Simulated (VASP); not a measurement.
**Co: relaxation of cell and atoms with PBEsol**

Crystal: Co.

```
CELL_PARAMETERS angstrom
2.47200 0.00000 0.00000
-1.23600 2.14081 0.00000
0.00000 0.00000 4.02114
ATOMIC_POSITIONS crystal
Co 0.66667 0.33333 0.75000
Co 0.33333 0.66667 0.25000
```

- Program: VASP 6.6.1
- Task: relaxation of cell and atoms
- Functional: PBEsol
- Potentials or basis: VASP PAW PBE potentials, release 64 (Co)
- Cutoff: 600 eV
- k mesh: 12 × 12 × 7
- Occupations: fermi-dirac, width 0.05 eV
- Spin: collinear spin, ferromagnetic start
- Starting moments: [2.0, 2.0] μB
- Target pressure: 10 GPa
- Dipole correction: no
- Further INCAR settings: ALGO = Normal; EDIFF = 1e-06; IBRION = 2; EDIFFG = -0.01; NSW = 80; ISIF = 3

```yaml
Relaxed_volume: 9.93 Å³/atom
Relaxed_cell: a = 2.422 Å, b = 2.422 Å, c = 3.910 Å, α = 90.00°, β = 90.00°, γ = 120.00°
Space_group_after_relaxing_to_0.05_Å: P6_3/mmc (No. 194)
Energy_change_on_relaxing_the_enthalpy_is_what_falls: +4.3 meV/atom
Ionic_steps: 12
Pressure_after_relaxing: 10.0 GPa
Net_moment: 3.01 μB per cell
Site_moments: Co +1.50 μB
Valence_electrons_inside_the_program's_atomic_spheres: Co 8.46
```

Step by step:
```csv
step,energy change (eV),largest force (eV/Å),pressure (GPa),volume (Å³)
1,0.0000,0.0000,-6.67,21.28
2,0.3051,0.0000,45.34,18.05
3,0.0061,0.0000,9.41,19.90
4,0.0084,0.0000,9.88,19.86
5,0.0101,0.0000,10.28,19.84
6,0.0097,0.0000,10.29,19.84
7,0.0097,0.0000,10.32,19.84
8,0.0097,0.0000,10.27,19.84
9,0.0097,0.0000,10.25,19.84
10,0.0097,0.0000,10.23,19.84
11,0.0075,0.0000,9.80,19.88
12,0.0085,0.0000,9.98,19.86
```

Final structure:
```
Co
1.0
     2.42180    0.00000    0.00000
    -1.21090    2.09734    0.00000
     0.00000    0.00000    3.90969
Co
2
Cartesian
  1.2109 0.6991 2.9323
  0.0000 1.3982 0.9774
```

Levels at points of the mesh, in eV from the Fermi level:
Spin up:
```csv
k point,band 8,band 9,band 10,band 11,band 12,band 13
"(0.00, 0.00, 0.00)",-1.91,-1.91,-0.63,-0.63,-0.15,7.21
"(0.50, 0.00, 0.00)",-0.48,-0.36,-0.31,1.58,3.79,10.40
```
Spin down:
| k point | band 3 | band 4 | band 5 | band 6 | band 7 | band 8 | band 9 | band 10 | band 11 | band 12 |
| --- | --- | --- | --- | --- | --- | --- | --- | --- | --- | --- |
| (0.00, 0.00, 0.00) | -1.17 | -1.17 | -1.17 | -0.74 | -0.74 | -0.27 | -0.27 | -0.11 | 1.12 | 1.12 |
| (0.50, 0.00, 0.00) | -3.72 | -2.03 | -1.35 | -1.21 | -0.74 | 1.26 | 1.42 | 1.45 | 2.80 | 4.74 |

It took 3.2 min on 1 thread of Intel(R) Xeon(R) Platinum 8488C (Sapphire Rapids), on a shared host, peak memory 0.18 GiB.

Caveat: the cell is relaxed towards a set pressure, so the enthalpy falls and the energy may rise; the PAW data sets were made with another functional, which shifts forces and pressure a little.
